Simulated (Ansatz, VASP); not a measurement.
# CuO: VASP beside Ansatz

```xyz
4
Lattice="2.0821 -2.0879 0.0000 2.0821 2.0879 0.0000 0.0000 0.0000 5.1513" Properties=species:S:1:pos:R:3 pbc="T T T"
Cu    1.0411    1.0440    0.0000
Cu    1.0411   -1.0440    2.5756
O     2.1460   -0.0640    1.3668
O     2.0821    0.0000    3.8634
```

Alike in both runs: task single point; functional PBE; k mesh 16 × 16 × 10; occupations gaussian, width 0.15 eV; no spin polarisation.

```csv
,VASP,Ansatz
version,VASP 6.6.1,Ansatz 0.2.0
potentials or method,"VASP PAW PBE potentials, release 64 (Cu, O), cutoff 520 eV","scalar-relativistic, plane waves, PAW"
valence electrons in the cell,34,50
```

VASP gave:

* gap on the k mesh at the Fermi level (eV): none
* pressure (GPa): 1.3
* traceless stress, the component that is largest in VASP (GPa): 1.04
* rms of the force components (eV/Å): 0.386

What did Ansatz give for the same quantities?

gap on the k mesh at the Fermi level (eV): none; pressure (GPa): 0.6; traceless stress, the component that is largest in VASP (GPa): 0.91; rms of the force components (eV/Å): 0.374.

Atom by atom the forces differ by 0.012 eV/Å (rms over components). A gap of «none» marks a metal or a gap that the smearing closes. With one functional, cell and mesh, what is left measures potentials, basis and numerics. VASP's potentials hold 34 valence electrons a cell and Ansatz's 50, so a difference there can come from the potentials and not from the codes.
